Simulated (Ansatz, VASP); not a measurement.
Two plane-wave programs on AgCl

```
Ag Cl
1.0
     0.00000    2.73500    2.73500
     2.73500    0.00000    2.73500
     2.73500    2.73500    0.00000
Ag Cl
1 1
Direct
  0.00000 0.00000 0.00000
  0.50000 0.50000 0.50000
```

Alike in both runs: functional PBEsol; k mesh 9 × 9 × 9; occupations fermi-dirac, width 0.03 eV; no spin polarisation.

Ansatz relaxed the structure, and its values are those at the end. VASP's run is a single point on that final structure, the one shown.

|  | VASP | Ansatz |
| --- | --- | --- |
| version | VASP 6.6.1 | Ansatz 0.2.0 |
| potentials or method | VASP PAW PBE potentials, release 64 (Ag, Cl) | PAW with Ansatz's default frozen-core files, scalar-relativistic |
| plane-wave cutoff (eV) | 520 | 420 |
| valence electrons in the cell | 18 | 26 |

|  | VASP | Ansatz | Ansatz less VASP |
| --- | --- | --- | --- |
| pressure (GPa) | -0.8 | -0.7 | +0.10 |

VASP's potentials were made for PBE, not for PBEsol. VASP's potentials hold 18 valence electrons a cell and Ansatz's 26, so a difference there can come from the potentials and not from the codes. Ansatz's warnings: stress scf threshold loose.
